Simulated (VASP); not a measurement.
Here is a VASP 6.6.1 calculation.

INCAR

```
SYSTEM = CdSe
  PREC = Accurate
  ENCUT = 520
  EDIFF = 1E-6
  ISMEAR = 0
  SIGMA = 0.05
  LREAL = .FALSE.
  LASPH = .TRUE.
  NELM = 100
  ALGO = Normal
  ISIF = 2
  LWAVE = .FALSE.
  LCHARG = .FALSE.
  GGA = CA
  NBANDS = 16
```

KPOINTS

```
regular mesh
0
G
  6 6 6
  0 0 0
```

File POSCAR:

```
CdSe
1.0
    0.0000000000      3.1214421833      2.9704314969
    3.1214421833      0.0000000000      2.9704314969
    3.1214421833      3.1214421833      0.0000000000
Cd Se
1 1
Direct
    0.0000000000      0.0000000000      0.0000000000
    0.7500000000      0.7500000000      0.7500000000
```

Potentials or basis: VASP PAW LDA potentials, release 64 (Cd, Se).

Launch:

```console
$ cat potpaw_LDA.64/Cd/POTCAR potpaw_LDA.64/Se/POTCAR > POTCAR
$ mpirun -np 1 vasp_std > vasp.out
```

Task: Estimate the band gap on the k mesh.

Result: 0.20 eV, direct.

Task: Predict the pressure.

Result: -2.9 GPa.

Stress tensor (GPa, compression positive):
```
-3.27  0.00  0.00
 0.00 -3.27  0.00
 0.00  0.00 -2.28
```
